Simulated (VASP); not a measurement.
# SrO (Fm-3m) in VASP: notebook

SrO is run at these levels: r2SCAN; tasks: single point.

Everything below comes from runs of VASP 6.6.1. Logs are shortened: lines on timing, memory, paths and dates and some standing lists are left out, and cuts for length are marked.

**1. The cell of the first run**

It takes space group Fm-3m (No. 225, cubic). The conventional cell has a = 5.133 Å, b = 5.133 Å, c = 5.133 Å, α = 90.00°, β = 90.00°, γ = 90.00°. Within 3.4 Å of Sr (site symmetry m-3m) lie 6 O at 2.57 Å. Within 3.4 Å of O (site symmetry m-3m) lie 6 Sr at 2.57 Å.

**2. Single point, r2SCAN**

POSCAR

```
SrO
1.0
    0.0000000000      2.5663000000      2.5663000000
    2.5663000000      0.0000000000      2.5663000000
    2.5663000000      2.5663000000      0.0000000000
Sr O
1 1
Direct
    0.5000000000      0.5000000000      0.5000000000
    0.0000000000      0.0000000000      0.0000000000
```

INCAR.step1

```
PREC     = Accurate       # precision mode
ENCUT    = 520            # plane-wave cutoff, eV
ISMEAR   = 0              # smearing method
SIGMA    = 0.1            # smearing width, eV
LREAL    = F              # projectors in reciprocal space
LASPH    = T              # aspherical terms in the spheres
NELM     = 80             # most SCF steps
NBANDS   = 15             # bands
GGA      = PE             # functional
ALGO     = Normal         # electronic algorithm
EDIFF    = 1E-4           # SCF threshold, eV
LWAVE    = T              # write WAVECAR
LCHARG   = F              # write CHGCAR
```

INCAR.step2

```
PREC     = Accurate       # precision mode
ENCUT    = 520            # plane-wave cutoff, eV
EDIFF    = 1E-6           # SCF threshold, eV
ISMEAR   = 0              # smearing method
SIGMA    = 0.1            # smearing width, eV
LREAL    = F              # projectors in reciprocal space
LASPH    = T              # aspherical terms in the spheres
NELM     = 80             # most SCF steps
ALGO     = Normal         # electronic algorithm
ISIF     = 2              # what is computed and relaxed
LWAVE    = F              # write WAVECAR
LCHARG   = F              # write CHGCAR
METAGGA  = R2SCAN         # meta-GGA
LMIXTAU  = T            
NBANDS   = 15             # bands
ISTART   = 1
```

KPOINTS

```
Automatic mesh
0
Gamma
  6 6 6
```

Potentials or basis: VASP PAW PBE potentials, release 64 (Sr_sv, O).

Launch:

```bash
$ cat potpaw_PBE.64/Sr_sv/POTCAR potpaw_PBE.64/O/POTCAR > POTCAR
$ cp INCAR.step1 INCAR
$ mpirun -np 1 vasp_std > vasp.out
$ cp INCAR.step2 INCAR
$ mpirun -np 1 vasp_std > vasp.out
```

OUTCAR:

```text
PREC = Accurate
   ENCUT = 520
   EDIFF = 1E-6
   ISMEAR = 0
   LREAL = F
   LASPH = T
   NELM = 80
   ISIF = 2
   METAGGA = R2SCAN
   ISTART = 1

 ion  position               nearest neighbor table
   1  0.500  0.500  0.500-   2 2.57   2 2.57   2 2.57   2 2.57   2 2.57   2 2.57
   2  0.000  0.000  0.000-   1 2.57   1 2.57   1 2.57   1 2.57   1 2.57   1 2.57

  LATTYP: Found a face centered cubic cell.
 ALAT       =     5.1326000000

  Lattice vectors:

 A1 = (   0.0000000000,   2.5663000000,   2.5663000000)
 A2 = (   2.5663000000,   0.0000000000,   2.5663000000)
 A3 = (   2.5663000000,   2.5663000000,   0.0000000000)

Analysis of symmetry for initial positions (statically):
=====================================================================
 Subroutine PRICEL returns:
 Original cell was already a primitive cell.

 Routine SETGRP: Setting up the symmetry group for a
 face centered cubic supercell.

 Subroutine GETGRP returns: Found 48 space group operations
[... 9 lines left out ...]

 Routine SETGRP: Setting up the symmetry group for a
 face centered cubic supercell.

 Subroutine GETGRP returns: Found 48 space group operations
[... 11 lines left out ...]
                                     Primitive cell

  volume of cell :      33.8028

  direct lattice vectors                    reciprocal lattice vectors
     0.000000000  2.566300000  2.566300000    -0.194833028  0.194833028  0.194833028
     2.566300000  0.000000000  2.566300000     0.194833028 -0.194833028  0.194833028
     2.566300000  2.566300000  0.000000000     0.194833028  0.194833028 -0.194833028

  length of vectors
     3.629296265  3.629296265  3.629296265     0.337460704  0.337460704  0.337460704

  position of ions in fractional coordinates (direct lattice)
     0.500000000  0.500000000  0.500000000
     0.000000000  0.000000000  0.000000000

  ion indices of the primitive-cell ions
   primitive index   ion index
                 1           1
                 2           2

----------------------------------------------------------------------------------------

 KPOINTS: Automatic mesh

Automatic generation of k-mesh.
 Grid dimensions read from file:
 generate k-points for:    6    6    6

 Generating k-lattice:

  Cartesian coordinates                     Fractional coordinates (reciprocal lattice)
    -0.032472171  0.032472171  0.032472171     0.166666667  0.000000000  0.000000000
     0.032472171 -0.032472171  0.032472171     0.000000000  0.166666667  0.000000000
     0.032472171  0.032472171 -0.032472171     0.000000000  0.000000000  0.166666667

  Length of vectors
[... 55 lines left out ...]
   TEBEG  =    0.0;   TEEND  =   0.0 temperature during run
   PSTRESS=    0.0 pullay stress
   NELECT =      16.0000    total number of electrons
   NUPDOWN=      -1.0000    fix difference up-down
   EMIN   =  10.00;   EMAX   =-10.00  energy-range for DOS
   EFERMI =   0.00;   METHOD = LEGACY
   ISMEAR =     0;   SIGMA  =   0.10  broadening in eV -4-tet -1-fermi 0-gaus
   EFERMI_NEDOS =   21; number of points for ismear=-14 and -15
   IALGO  =     38    algorithm
   IMIX   =      4    mixing-type and parameters
     AMIX     =   0.40;   BMIX     =  1.00
     AMIX_MAG =   1.60;   BMIX_MAG =  1.00
  volume/ion in A,a.u.               =      16.90       114.06
  Fermi-wavevector in a.u.,A,eV,Ry     =   1.275843  2.410995 22.147245  1.627777
  Thomas-Fermi vector in A             =   2.408533
   LORBIT       =      0    0 simple, 1 ext, 2 COOP (PROOUT), +10 PAW based schemes
   METAGGA = R2SCAN    functional components
   LHFCALC =     F    Hartree Fock is set to
   AEXX    =    0.0000 exact exchange contribution
   IVDW    =     0    specifies the selected vdW correction
   LEPSILON=     F    determine dielectric tensor
   LRPA    =     F    only Hartree local field effects (RPA)
 non-spin polarized calculation
 Gauss-broadening in eV      SIGMA  =   0.10
  energy-cutoff  :      520.00
  volume of cell :       33.80
 maximum number of plane-waves:       941
   NGX = 13   NGY = 13   NGZ = 13

 number of electron      15.9999996 magnetization

 Free energy of the ion-electron system (eV)
  ---------------------------------------------------
  ext. energy  EPLUGINS =         0.00000000
  ---------------------------------------------------
  free energy    TOTEN  =       -27.05081841 eV

  energy without entropy =      -27.05081841  energy(sigma->0) =      -27.05081841

 E-fermi :   1.8298     XC(G=0): -10.6144

 val. band max:        1.3675655549   @ k =   0.0000   0.0000   0.0000
 cond. band min:       5.1069919334   @ k =   0.5000   0.5000   0.0000
 fundamental gap:      3.7394263784
 Fermi energy:         1.8297740410

 k-point     1 :       0.0000    0.0000    0.0000
  band No.  band energies     occupation
      1     -32.0843      2.00000
      2     -14.6674      2.00000
      3     -13.1017      2.00000
      4     -13.1017      2.00000
      5     -13.1017      2.00000
      6       1.3676      2.00000
      7       1.3676      2.00000
      8       1.3676      2.00000
      9       6.0685      0.00000
     10       8.1576      0.00000
     11       8.1576      0.00000
     12       8.1576      0.00000
     13      10.4913      0.00000
     14      10.4913      0.00000
[... 257 lines left out ...]
      2     -15.1339      2.00000
      3     -13.9174      2.00000
      4     -13.6226      2.00000
      5     -12.8114      2.00000
      6       0.4900      2.00000
      7       0.9214      2.00000
      8       1.0455      2.00000
      9       6.5185      0.00000
     10       9.5607      0.00000
     11      10.5778      0.00000
     12      13.1358      0.00000
     13      13.1831      0.00000
     14      15.5099      0.00000
     15      15.7044      0.00000

------------------------ aborting loop because EDIFF is reached ----------------------------------------

  FORCE on cell =-STRESS in cart. coord.  units (eV):
  Direction    XX          YY          ZZ          XY          YZ          ZX
  --------------------------------------------------------------------------------------
  -------------------------------------------------------------------------------------
  Total        0.4441129      0.4441129      0.4441129     -0.0000000     -0.0000000     -0.0000000
  in kB       21.0499820     21.0499820     21.0499820     -0.0000000     -0.0000000     -0.0000000
  external PRESSURE =      21.0499820 kB  Pullay stress =       0.0000000 kB

 VOLUME and BASIS-vectors are now :
 -----------------------------------------------------------------------------
  energy-cutoff  :      520.00
  volume of cell :       33.80
      direct lattice vectors                 reciprocal lattice vectors
     0.000000000  2.566300000  2.566300000    -0.194833028  0.194833028  0.194833028
     2.566300000  0.000000000  2.566300000     0.194833028 -0.194833028  0.194833028
     2.566300000  2.566300000  0.000000000     0.194833028  0.194833028 -0.194833028

 POSITION                                       TOTAL-FORCE (eV/Angst)
 -----------------------------------------------------------------------------------
      2.56630      2.56630      2.56630         0.000000      0.000000      0.000000
      0.00000      0.00000      0.00000         0.000000      0.000000     -0.000000
 -----------------------------------------------------------------------------------
    total drift:                                0.000000      0.000000      0.000000

  FREE ENERGIE OF THE ION-ELECTRON SYSTEM (eV)
  ---------------------------------------------------
  free  energy   TOTEN  =       -27.0508184107 eV

  energy  without entropy=      -27.0508184107  energy(sigma->0) =      -27.05081841
```

OUTCAR.step1:

```text
PREC = Accurate
   ENCUT = 520
   ISMEAR = 0
   LREAL = F
   LASPH = T
[... 497 lines left out ...]
 -----------------------------------------------------------------------------------
      2.56630      2.56630      2.56630         0.000000      0.000000      0.000000
      0.00000      0.00000      0.00000        -0.000000     -0.000000     -0.000000
 -----------------------------------------------------------------------------------
    total drift:                                0.000000      0.000000      0.000000

  FREE ENERGIE OF THE ION-ELECTRON SYSTEM (eV)
  ---------------------------------------------------
  free  energy   TOTEN  =       -12.0369346310 eV

  energy  without entropy=      -12.0369346310  energy(sigma->0) =      -12.03693463
```

OSZICAR.step1:

```text
N       E                     dE             d eps       ncg     rms          rms(c)
DAV:   1     0.658323513198E+02    0.65832E+02   -0.77691E+03   480   0.101E+03
DAV:   2    -0.105472718078E+02   -0.76380E+02   -0.69504E+02   663   0.218E+02
DAV:   3    -0.141934752986E+02   -0.36462E+01   -0.36325E+01   747   0.407E+01
DAV:   4    -0.142404358330E+02   -0.46961E-01   -0.46959E-01   587   0.415E+00
DAV:   5    -0.142412737297E+02   -0.83790E-03   -0.83789E-03   645   0.357E-01    0.166E+01
DAV:   6    -0.121827617875E+02    0.20585E+01   -0.66601E+00   487   0.195E+01    0.196E+01
DAV:   7    -0.120456755669E+02    0.13709E+00   -0.29209E-01   564   0.481E+00    0.114E+01
DAV:   8    -0.120348503034E+02    0.10825E-01   -0.11647E-01   634   0.340E+00    0.468E-01
DAV:   9    -0.120363131079E+02   -0.14628E-02   -0.56750E-03   619   0.476E-01    0.232E-01
DAV:  10    -0.120367755739E+02   -0.46247E-03   -0.44170E-04   515   0.197E-01    0.844E-02
DAV:  11    -0.120369168723E+02   -0.14130E-03   -0.13886E-04   528   0.870E-02    0.275E-02
DAV:  12    -0.120369346310E+02   -0.17759E-04   -0.26250E-05   387   0.385E-02
   1 F= -.12036935E+02 E0= -.12036935E+02  d E =-.134087E-11
```

It took 57 s on 1 thread of Intel Xeon Platinum 8259CL at 2.50GHz (Skylake/Cascade Lake), shared host; peak memory 0.17 GiB.

Results:

| Item | Value |
| --- | --- |
| Free energy | -27.0508 eV |
| Pressure | 2.1 GPa |
| Band gap on the k mesh | 3.74 eV, indirect (least direct gap 3.82 eV) |

Caveat: the PAW data sets were made with another functional, which shifts forces and pressure a little.

**3. Single point, r2SCAN (volume scaled by 0.88)**

POSCAR

```
SrO
1.0
    0.0000000000      2.4726724197      2.4726724197
    2.4726724197      0.0000000000      2.4726724197
    2.4726724197      2.4726724197      0.0000000000
Sr O
1 1
Direct
    0.5000000000      0.5000000000      0.5000000000
    0.0000000000      0.0000000000      0.0000000000
```

INCAR.step1

```
SYSTEM = SrO
ALGO = Normal ; EDIFF = 1E-4
ENCUT = 520 ; GGA = PE
ISMEAR = 0 ; LASPH = .True.
LCHARG = .False. ; LREAL = .False.
LWAVE = .True. ; NBANDS = 15
NELM = 80 ; PREC = Accurate
SIGMA = 0.02
```

INCAR.step2

```
SYSTEM = SrO
ALGO = Normal ; EDIFF = 1E-6
ENCUT = 520 ; ISIF = 2
ISMEAR = 0 ; ISTART = 1
LASPH = .True. ; LCHARG = .False.
LMIXTAU = .True. ; LREAL = .False.
LWAVE = .False. ; METAGGA = R2SCAN
NBANDS = 15 ; NELM = 80
PREC = Accurate ; SIGMA = 0.02
```

KPOINTS

```
k-points
0
Gamma
  8 8 8
  0 0 0
```

Potentials or basis: VASP PAW PBE potentials, release 64 (Sr_sv, O).

Launch:

```bash
$ cat potpaw_PBE.64/Sr_sv/POTCAR potpaw_PBE.64/O/POTCAR > POTCAR
$ cp INCAR.step1 INCAR
$ mpirun -np 1 vasp_std > vasp.out
$ cp INCAR.step2 INCAR
$ mpirun -np 1 vasp_std > vasp.out
```

Run time: 95 s. Hardware: 1 thread of Intel Xeon Platinum 8259CL at 2.50GHz (Skylake/Cascade Lake), shared host; peak memory 0.17 GiB.

The run converged. Its results:

```
Free energy            : -26.8529 eV
Pressure               : 16.8 GPa
Band gap on the k mesh : 3.63 eV, direct
```

Levels at points of the mesh, in eV from the valence-band top:
| k point | band 5 | band 6 | band 7 | band 8 | band 9 | band 10 | band 11 | band 12 |
| --- | --- | --- | --- | --- | --- | --- | --- | --- |
| (0.00, 0.00, 0.00) | -13.98 | -0.02 | -0.02 | -0.02 | 5.59 | 7.01 | 7.01 | 7.01 |
| (0.50, 0.00, 0.00) | -12.85 | -2.36 | -1.40 | -1.40 | 7.62 | 10.08 | 10.16 | 10.16 |
| (0.50, 0.50, 0.00) | -14.50 | -0.19 | 0.00 | 0.00 | 3.63 | 9.46 | 11.70 | 12.25 |

Caveat: the PAW data sets were made with another functional, which shifts forces and pressure a little.

**4. Single point, r2SCAN (volume scaled by 0.91)**

POSCAR

```
SrO
1.0
    0.0000000000      2.5004575815      2.5004575815
    2.5004575815      0.0000000000      2.5004575815
    2.5004575815      2.5004575815      0.0000000000
Sr O
1 1
Direct
    0.5000000000      0.5000000000      0.5000000000
    0.0000000000      0.0000000000      0.0000000000
```

INCAR.step1

```
SYSTEM = SrO
ALGO = Normal
EDIFF = 1E-4
ENCUT = 520
GGA = PE
ISMEAR = 0
LASPH = .TRUE.
LCHARG = .FALSE.
LREAL = .FALSE.
LWAVE = .TRUE.
NBANDS = 15
NELM = 80
PREC = Accurate
SIGMA = 0.02
```

INCAR.step2

```
SYSTEM = SrO
ALGO = Normal
EDIFF = 1E-6
ENCUT = 520
ISIF = 2
ISMEAR = 0
ISTART = 1
LASPH = .TRUE.
LCHARG = .FALSE.
LMIXTAU = .TRUE.
LREAL = .FALSE.
LWAVE = .FALSE.
METAGGA = R2SCAN
NBANDS = 15
NELM = 80
PREC = Accurate
SIGMA = 0.02
```

KPOINTS

```
k-points
0
G
  8 8 8
  0 0 0
```

Launch:

```bash
$ cat potpaw_PBE.64/Sr_sv/POTCAR potpaw_PBE.64/O/POTCAR > POTCAR
$ cp INCAR.step1 INCAR
$ mpirun -np 1 vasp_std > vasp.out
$ cp INCAR.step2 INCAR
$ mpirun -np 1 vasp_std > vasp.out
```

It took 90 s on 1 thread of Intel Xeon Platinum 8259CL at 2.50GHz (Skylake/Cascade Lake), shared host; peak memory 0.17 GiB.

It converged, with:

```yaml
Free_energy: -26.9449 eV
Pressure: 11.7 GPa
Band_gap_on_the_k_mesh: 3.68 eV, indirect (least direct gap 3.70 eV)
```

Levels at points of the mesh, in eV from the valence-band top:
| k point | band 5 | band 6 | band 7 | band 8 | band 9 | band 10 | band 11 | band 12 |
| --- | --- | --- | --- | --- | --- | --- | --- | --- |
| (0.00, 0.00, 0.00) | -14.11 | 0.00 | 0.00 | 0.00 | 5.32 | 6.96 | 6.96 | 6.96 |
| (0.50, 0.00, 0.00) | -13.02 | -2.28 | -1.31 | -1.31 | 7.49 | 9.80 | 9.98 | 9.98 |
| (0.50, 0.50, 0.00) | -14.58 | -0.26 | -0.02 | -0.02 | 3.68 | 9.20 | 11.49 | 11.92 |

Caveat: the PAW data sets were made with another functional, which shifts forces and pressure a little.

**5. The runs side by side**

| cell | k mesh | smearing | gap on the mesh (eV) | pressure (GPa) |
| --- | --- | --- | --- | --- |
| a = 3.629 Å, angles 60.0°, 2 atoms | 6 × 6 × 6 | gaussian 0.1 eV | 3.74 | 2.1 |
| a = 3.497 Å, angles 60.0°, 2 atoms | 8 × 8 × 8 | gaussian 0.02 eV | 3.63 | 16.8 |
| a = 3.536 Å, angles 60.0°, 2 atoms | 8 × 8 × 8 | gaussian 0.02 eV | 3.68 | 11.7 |

Alike in all rows: task single point; level r2SCAN; potentials or basis VASP PAW PBE potentials, release 64 (Sr_sv, O); no spin polarisation; cutoff (eV) 520.

Caveats: the PAW data sets were made with another functional, which shifts forces and pressure a little.

Absolute energies hang on the potentials; compare differences alone.
